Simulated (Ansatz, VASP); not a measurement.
# GaN: VASP beside Ansatz

```
CELL_PARAMETERS angstrom
0.00000 2.24915 2.24915
2.24915 0.00000 2.24915
2.24915 2.24915 0.00000
ATOMIC_POSITIONS crystal
Ga 0.00000 0.00000 0.00000
N 0.25000 0.25000 0.25000
```

Alike in both runs: task single point; functional PBEsol; k mesh 10 × 10 × 10; occupations gaussian, width 0.02 eV; no spin polarisation.

|  | VASP | Ansatz |
| --- | --- | --- |
| version | VASP 6.6.1 | Ansatz 0.2.0 |
| potentials or method | VASP PAW PBE potentials, release 64 (Ga_d, N), cutoff 600 eV | scalar-relativistic, plane waves, PAW |
| valence electrons in the cell | 18 | 18 |

```tsv
	VASP	Ansatz	Ansatz less VASP
gap on the k mesh at the Fermi level (eV)	1.72	1.70	-0.016
least direct gap on the mesh (eV)	1.72	1.70	-0.016
pressure (GPa)	-0.4	0.0	+0.40
```

VASP's potentials were made for PBE, not for PBEsol, and Ansatz warns of the same on its side.
